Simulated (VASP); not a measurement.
Mg2Cd3Te:

```
Mg Cd Te
1.0
     5.92945    0.00000    0.00000
    -2.96473    5.13506    0.00000
     0.00000    0.00000    4.91020
Mg Cd Te
2 3 1
Direct
  0.33333 0.66667 0.00000
  0.66667 0.33333 0.00000
  0.50000 0.00000 0.50000
  0.00000 0.50000 0.50000
  0.50000 0.50000 0.50000
  0.00000 0.00000 0.00000
```

The cell was built from a structure type or drawn by symmetry, and may not be a known phase.

```yaml
Program: VASP 6.6.1
Task: relaxation of cell and atoms
Functional: PBE
Potentials_or_basis: VASP PAW PBE potentials, release 64 (Mg, Cd, Te)
Cutoff: 600 eV
k_mesh: 6 × 6 × 8
Occupations: gaussian, width 0.1 eV
Spin: no spin polarisation
```

At the start: pressure 1.5 GPa; volume 24.92 Å³/atom.

Problem. Where does the relaxation end?

Solution. Over 7 steps the energy falls by 5.5 meV/atom and the volume is 25.87 Å³/atom (+3.8 %); space group P6/mmm (No. 191, to 0.1 Å) before and after.

Step by step:
```csv
step,energy change (eV),largest force (eV/Å),pressure (GPa),volume (Å³)
1,0.0000,0.0000,1.51,149.51
2,-0.0286,0.0000,0.24,154.64
3,-0.0296,0.0000,-0.06,156.01
4,-0.0296,0.0000,-0.04,155.88
5,-0.0304,0.0000,-0.04,155.82
6,-0.0320,0.0000,-0.02,155.64
7,-0.0328,0.0000,0.03,155.24
```

Final structure:
```yaml
crystal:
  lattice:
    - [5.92917, 0.00000, 0.00000]
    - [-2.96458, 5.13481, 0.00000]
    - [0.00000, 0.00000, 5.09904]
  atoms:
    - { symbol: Mg, position: [0.33333, 0.66667, 0.00000] }
    - { symbol: Mg, position: [0.66667, 0.33333, 0.00000] }
    - { symbol: Cd, position: [0.50000, 0.00000, 0.50000] }
    - { symbol: Cd, position: [0.00000, 0.50000, 0.50000] }
    - { symbol: Cd, position: [0.50000, 0.50000, 0.50000] }
    - { symbol: Te, position: [0.00000, 0.00000, 0.00000] }
```
